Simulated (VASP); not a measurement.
# W16C in VASP: single point with PBE

Aim: the single point of W16C with PBE.

All numbers are computed with VASP 6.6.1; they aren't measurements. Logs are shortened: lines on timing, memory, paths and dates and some standing lists are left out, and cuts for length are marked.

## (1) The cell of the first run

The cell holds a slab with vacuum, 17 atoms: a = 6.367 Å, b = 6.367 Å, c = 20.143 Å, α = 90.00°, β = 90.00°, γ = 90.00°.

## (2) Single point, PBE

File INCAR:

```
PREC = Accurate
ENCUT = 520
EDIFF = 1E-6
ISMEAR = 0
SIGMA = 0.1
LREAL = Auto
LASPH = True
NELM = 60
ALGO = Normal
ISIF = 2
LWAVE = False
LCHARG = False
LDIPOL = True
IDIPOL = 3
DIPOL = 0.5 0.5 0.328
GGA = PE
NBANDS = 128
```

File KPOINTS:

```
Automatic mesh
0
Gamma
  4 4 1
```

File POSCAR:

```
W16C
1.0
    6.3673983413      0.0000000000      0.0000000000
    0.0000000000      6.3673983413      0.0000000000
    0.0000000000      0.0000000000     20.1425775435
W C
16 1
Direct
    0.2500000000      0.2500000000      0.1985843168
    0.2500000000      0.7500000000      0.1985843168
    0.7500000000      0.2500000000      0.1985843168
    0.7500000000      0.7500000000      0.1985843168
    0.0000000000      0.0000000000      0.2776134074
    0.0000000000      0.5000000000      0.2776134074
    0.5000000000      0.0000000000      0.2776134074
    0.5000000000      0.5000000000      0.2776134074
    0.2500000000      0.2500000000      0.3599451791
    0.2500000000      0.7500000000      0.3599451791
    0.7500000000      0.2500000000      0.3599451791
    0.7500000000      0.7500000000      0.3599451791
    0.0000000000      0.0000000000      0.4290700892
    0.0000000000      0.5000000000      0.4290700892
    0.5000000000      0.0000000000      0.4290700892
    0.5000000000      0.5000000000      0.4290700892
    0.0000000000      0.0000000000      0.5201277197
```

Potentials or basis: VASP PAW PBE potentials, release 64 (W_sv, C).

The run is started by

```console
> cat potpaw_PBE.64/W_sv/POTCAR potpaw_PBE.64/C/POTCAR > POTCAR
> mpirun -np 1 vasp_std > vasp.out
```

OUTCAR:

```text
PREC = Accurate
   ENCUT = 520
   EDIFF = 1E-6
   ISMEAR = 0
   LREAL = Auto
   LASPH = True
   NELM = 60
   ISIF = 2
   GGA = PE

 ion  position               nearest neighbor table
   1  0.250  0.250  0.199-   5 2.76   6 2.76   7 2.76   8 2.76   2 3.18   3 3.18   2 3.18   3 3.18
                             9 3.25
   2  0.250  0.750  0.199-   5 2.76   6 2.76   7 2.76   8 2.76   1 3.18   4 3.18   1 3.18   4 3.18
                            10 3.25
   3  0.750  0.250  0.199-   5 2.76   6 2.76   7 2.76   8 2.76   1 3.18   4 3.18   4 3.18   1 3.18
                            11 3.25
   4  0.750  0.750  0.199-   5 2.76   6 2.76   7 2.76   8 2.76   2 3.18   3 3.18   3 3.18   2 3.18
                            12 3.25
   5  0.000  0.000  0.278-   1 2.76   2 2.76   3 2.76   4 2.76   9 2.80  10 2.80  11 2.80  12 2.80
                            13 3.05   7 3.18   6 3.18   6 3.18   7 3.18
   6  0.000  0.500  0.278-   1 2.76   2 2.76   3 2.76   4 2.76   9 2.80  10 2.80  11 2.80  12 2.80
                            14 3.05   8 3.18   5 3.18   5 3.18   8 3.18
   7  0.500  0.000  0.278-   1 2.76   2 2.76   3 2.76   4 2.76   9 2.80  10 2.80  11 2.80  12 2.80
                            15 3.05   8 3.18   5 3.18   8 3.18   5 3.18
   8  0.500  0.500  0.278-   1 2.76   2 2.76   3 2.76   4 2.76   9 2.80  10 2.80  11 2.80  12 2.80
                            16 3.05   7 3.18   6 3.18   7 3.18   6 3.18
   9  0.250  0.250  0.360-  13 2.65  14 2.65  15 2.65  16 2.65   5 2.80   6 2.80   7 2.80   8 2.80
                            10 3.18  11 3.18  10 3.18  11 3.18   1 3.25
  10  0.250  0.750  0.360-  13 2.65  14 2.65  15 2.65  16 2.65   5 2.80   6 2.80   7 2.80   8 2.80
                             9 3.18  12 3.18   9 3.18  12 3.18   2 3.25
  11  0.750  0.250  0.360-  13 2.65  14 2.65  15 2.65  16 2.65   5 2.80   6 2.80   7 2.80   8 2.80
                             9 3.18  12 3.18  12 3.18   9 3.18   3 3.25
  12  0.750  0.750  0.360-  13 2.65  14 2.65  15 2.65  16 2.65   5 2.80   6 2.80   7 2.80   8 2.80
                            10 3.18  11 3.18  11 3.18  10 3.18   4 3.25
  13  0.000  0.000  0.429-  17 1.83  10 2.65  11 2.65  12 2.65   9 2.65   5 3.05  15 3.18  14 3.18
                            14 3.18  15 3.18
  14  0.000  0.500  0.429-   9 2.65  10 2.65  11 2.65  12 2.65   6 3.05  13 3.18  16 3.18  13 3.18
                            16 3.18
  15  0.500  0.000  0.429-   9 2.65  10 2.65  11 2.65  12 2.65   7 3.05  13 3.18  16 3.18  16 3.18
                            13 3.18
  16  0.500  0.500  0.429-   9 2.65  10 2.65  11 2.65  12 2.65   8 3.05  14 3.18  15 3.18  15 3.18
                            14 3.18
  17  0.000  0.000  0.520-  13 1.83

  LATTYP: Found a simple tetragonal cell.
 ALAT       =     6.3673983413
 C/A-ratio  =     3.1633920895

  Lattice vectors:

 A1 = (   6.3673983413,   0.0000000000,   0.0000000000)
 A2 = (   0.0000000000,   6.3673983413,   0.0000000000)
 A3 = (   0.0000000000,   0.0000000000,  20.1425775435)

Analysis of symmetry for initial positions (statically):
=====================================================================
 Subroutine PRICEL returns:
 Original cell was already a primitive cell.

 Routine SETGRP: Setting up the symmetry group for a
 simple tetragonal supercell.

 Subroutine GETGRP returns: Found  8 space group operations
 (whereof  8 operations were pure point group operations)
 out of a pool of 16 trial point group operations.

The static configuration has the point symmetry C_4v.

Analysis of symmetry for dynamics (positions and initial velocities):
=====================================================================
 Subroutine PRICEL returns:
 Original cell was already a primitive cell.

 Routine SETGRP: Setting up the symmetry group for a
 simple tetragonal supercell.

 Subroutine GETGRP returns: Found  8 space group operations
 (whereof  8 operations were pure point group operations)
 out of a pool of 16 trial point group operations.

The dynamic configuration has the point symmetry C_4v.

 Subroutine INISYM returns: Found  8 space group operations
 (whereof  8 operations are pure point group operations),
 and found     1 'primitive' translations

----------------------------------------------------------------------------------------

                                     Primitive cell

  volume of cell :     816.6559

  direct lattice vectors                    reciprocal lattice vectors
     6.367398341  0.000000000  0.000000000     0.157050014  0.000000000  0.000000000
     0.000000000  6.367398341  0.000000000     0.000000000  0.157050014  0.000000000
     0.000000000  0.000000000 20.142577543     0.000000000  0.000000000  0.049646079

  length of vectors
     6.367398341  6.367398341 20.142577543     0.157050014  0.157050014  0.049646079

  position of ions in fractional coordinates (direct lattice)
     0.250000000  0.250000000  0.198584317
     0.250000000  0.750000000  0.198584317
     0.750000000  0.250000000  0.198584317
     0.750000000  0.750000000  0.198584317
     0.000000000  0.000000000  0.277613407
     0.000000000  0.500000000  0.277613407
[... 9 lines left out ...]
     0.500000000  0.500000000  0.429070089
     0.000000000  0.000000000  0.520127720

  ion indices of the primitive-cell ions
   primitive index   ion index
                 1           1
                 2           2
                 3           3
                 4           4
                 5           5
                 6           6
[... 9 lines left out ...]
                16          16
                17          17

----------------------------------------------------------------------------------------

 KPOINTS: Automatic mesh

Automatic generation of k-mesh.
 Grid dimensions read from file:
 generate k-points for:    4    4    1

 Generating k-lattice:

  Cartesian coordinates                     Fractional coordinates (reciprocal lattice)
     0.039262504  0.000000000  0.000000000     0.250000000  0.000000000  0.000000000
     0.000000000  0.039262504  0.000000000     0.000000000  0.250000000  0.000000000
     0.000000000  0.000000000  0.049646079     0.000000000  0.000000000  1.000000000

  Length of vectors
     0.039262504  0.039262504  0.049646079

  Shift w.r.t. Gamma in fractional coordinates (k-lattice)
     0.000000000  0.000000000  0.000000000

 Subroutine IBZKPT returns following result:
 ===========================================

 Found      6 irreducible k-points:

 Following reciprocal coordinates:
            Coordinates               Weight
  0.000000  0.000000  0.000000      1.000000
  0.250000  0.000000  0.000000      4.000000
  0.500000  0.000000  0.000000      2.000000
  0.250000  0.250000  0.000000      4.000000
  0.500000  0.250000  0.000000      4.000000
  0.500000  0.500000  0.000000      1.000000
   k-points           NKPTS =      6   k-points in BZ     NKDIM =      6   number of bands    NBANDS=    128
   number of dos      NEDOS =    301   number of ions     NIONS =     17
   total plane-waves  NPLWV = 345600
   dimension x,y,z NGX =    48 NGY =   48 NGZ =  150
   dimension x,y,z NGXF=    96 NGYF=   96 NGZF=  300
   ions per type =              16   1
   NGX,Y,Z   is equivalent  to a cutoff of  12.53, 12.53, 12.38 a.u.
   NGXF,Y,Z  is equivalent  to a cutoff of  25.06, 25.06, 24.76 a.u.
 SYSTEM =  unknown system
   PREC   = accura    normal or accurate (medium, high low for compatibility)
   ISTART =      0    job   : 0-new  1-cont  2-samecut
   ICHARG =      2    charge: 1-file 2-atom 10-const
   ISPIN  =      1    spin polarized calculation?
   LNONCOLLINEAR =      F non collinear calculations
   LSORBIT =      F    spin-orbit coupling
   LASPH  =      T    aspherical Exc in radial PAW
   ENCUT  =  520.0 eV  38.22 Ry    6.18 a.u.  11.84 11.84 37.45*2*pi/ulx,y,z
   NELM   =     60;   NELMIN=  2; NELMDL= -5     # of ELM steps
   EDIFF  = 0.1E-05   stopping-criterion for ELM
   LREAL  =      T    real-space projection
   EDIFFG = 0.1E-04   stopping-criterion for IOM
   NSW    =      0    number of steps for IOM
   IBRION =     -1    ionic relax: 0-MD 1-quasi-New 2-CG
   NFREE  =      0    steps in history (QN), initial steepest desc. (CG)
   ISIF   =      2    stress and relaxation
   ISYM   =      2    0-nonsym 1-usesym 2-fastsym
   POTIM  = 0.5000    time-step for ionic-motion
   TEBEG  =    0.0;   TEEND  =   0.0 temperature during run
   PSTRESS=    0.0 pullay stress
   NELECT =     228.0000    total number of electrons
   NUPDOWN=      -1.0000    fix difference up-down
   EMIN   =  10.00;   EMAX   =-10.00  energy-range for DOS
   EFERMI =   0.00;   METHOD = LEGACY
   ISMEAR =     0;   SIGMA  =   0.10  broadening in eV -4-tet -1-fermi 0-gaus
   EFERMI_NEDOS =   21; number of points for ismear=-14 and -15
   IALGO  =     38    algorithm
   IMIX   =      4    mixing-type and parameters
     AMIX     =   0.40;   BMIX     =  1.00
     AMIX_MAG =   1.60;   BMIX_MAG =  1.00
  volume/ion in A,a.u.               =      48.04       324.18
  Fermi-wavevector in a.u.,A,eV,Ry     =   1.069974  2.021959 15.576567  1.144845
  Thomas-Fermi vector in A             =   2.205670
   LORBIT       =      0    0 simple, 1 ext, 2 COOP (PROOUT), +10 PAW based schemes
   GGA     = PE    functional components
   LHFCALC =     F    Hartree Fock is set to
   AEXX    =    0.0000 exact exchange contribution
   IVDW    =     0    specifies the selected vdW correction
   LEPSILON=     F    determine dielectric tensor
   LRPA    =     F    only Hartree local field effects (RPA)
 non-spin polarized calculation
 Gauss-broadening in eV      SIGMA  =   0.10
  energy-cutoff  :      520.00
  volume of cell :      816.66
 maximum number of plane-waves:     22040
 NGX is ok and might be reduce to    48
   NGX = 23   NGY = 23   NGZ = 75

 dipolmoment           0.000000      0.000000     -0.176439 electrons x Angstroem

 number of electron     227.9999966 magnetization

 dipolmoment           0.000000      0.000000      0.191895 electrons x Angstroem

 Free energy of the ion-electron system (eV)
  ---------------------------------------------------
  ext. energy  EPLUGINS =         0.00000000
  ---------------------------------------------------
  free energy    TOTEN  =      -192.24755920 eV

  energy without entropy =     -192.12981628  energy(sigma->0) =     -192.18868774

 E-fermi :   0.5631     XC(G=0):  -5.5631

 val. band max:        0.5283628155   @ k =   0.5000   0.5000   0.0000
 cond. band min:       0.5653232849   @ k =   0.2500   0.0000   0.0000
 fundamental gap:      0.0369604694
 Fermi energy:         0.5630681966

 k-point     1 :       0.0000    0.0000    0.0000
  band No.  band energies     occupation
      1     -73.3558      2.00000
      2     -73.2985      2.00000
      3     -73.2969      2.00000
      4     -73.2871      2.00000
      5     -73.2705      2.00000
      6     -73.2705      2.00000
[... 118 lines left out ...]
    125       2.0819      0.00000
    126       2.2383      0.00000

 k-point     2 :       0.2500    0.0000    0.0000
  band No.  band energies     occupation
      1     -73.3495      2.00000
      2     -73.3065      2.00000
      3     -73.2956      2.00000
      4     -73.2917      2.00000
      5     -73.2726      2.00000
      6     -73.2694      2.00000
[... 634 lines left out ...]
    125       1.6699      0.00000
    126       1.9874      0.00000
 [bands above 126 left out]

------------------------ aborting loop because EDIFF is reached ----------------------------------------

 vacuum level on the upper side and lower side of the slab       (xc-potential included)         0.234        -0.592

  FORCE on cell =-STRESS in cart. coord.  units (eV):
  Direction    XX          YY          ZZ          XY          YZ          ZX
  --------------------------------------------------------------------------------------
  -------------------------------------------------------------------------------------
  Total      -21.4606670    -21.4606670    -10.2301513      0.0000000      0.0000000      0.0000000
  in kB      -42.1031621    -42.1031621    -20.0702857      0.0000000      0.0000000      0.0000000
  external PRESSURE =     -34.7588699 kB  Pullay stress =       0.0000000 kB

 VOLUME and BASIS-vectors are now :
 -----------------------------------------------------------------------------
  energy-cutoff  :      520.00
  volume of cell :      816.66
      direct lattice vectors                 reciprocal lattice vectors
     6.367398341  0.000000000  0.000000000     0.157050014  0.000000000  0.000000000
     0.000000000  6.367398341  0.000000000     0.000000000  0.157050014  0.000000000
     0.000000000  0.000000000 20.142577543     0.000000000  0.000000000  0.049646079

 POSITION                                       TOTAL-FORCE (eV/Angst)
 -----------------------------------------------------------------------------------
      1.59185      1.59185      4.00000         0.017834      0.017834      2.080699
      1.59185      4.77555      4.00000         0.017834     -0.017834      2.080699
      4.77555      1.59185      4.00000        -0.017834      0.017834      2.080699
      4.77555      4.77555      4.00000        -0.017834     -0.017834      2.080699
      0.00000      0.00000      5.59185         0.000000     -0.000000     -2.492986
      0.00000      3.18370      5.59185         0.000000     -0.000000     -1.962545
[... 9 lines left out ...]
      3.18370      3.18370      8.64258         0.000000      0.000000     -0.711757
      0.00000      0.00000     10.47671        -0.000000     -0.000000      0.132235
 -----------------------------------------------------------------------------------
    total drift:                                0.000000      0.000000      0.013471

  FREE ENERGIE OF THE ION-ELECTRON SYSTEM (eV)
  ---------------------------------------------------
  free  energy   TOTEN  =      -192.2475591970 eV

  energy  without entropy=     -192.1298162822  energy(sigma->0) =     -192.18868774

 vacuum level on the upper side and lower side of the slab         5.431         4.566
```

It took 51 min on 1 thread of Intel Xeon 8259CL, shared host; peak memory 0.92 GiB.

Results:

```
Free energy            : -192.2476 eV
Largest force          : 2.493 eV/Å
Band gap on the k mesh : zero (bands 114 and 115 overlap by 0.30 eV)
```

Forces in eV/Å, atoms in the order of the input:
```
W    0.018  0.018  2.081
W    0.018 -0.018  2.081
W   -0.018  0.018  2.081
W   -0.018 -0.018  2.081
W    0.000  0.000 -2.493
W    0.000  0.000 -1.963
W    0.000  0.000 -1.963
W    0.000  0.000 -2.288
W    0.862  0.862 -0.329
W    0.862 -0.862 -0.329
W   -0.862  0.862 -0.329
W   -0.862 -0.862 -0.329
W    0.000  0.000  1.967
W    0.000  0.000  0.155
W    0.000  0.000  0.155
W    0.000  0.000 -0.712
C    0.000  0.000  0.132
```

Caveat: spin-orbit coupling is left out, which moves the levels of the heavy elements.

The gap in the log of VASP goes by the Fermi energy; the results here count the filled bands.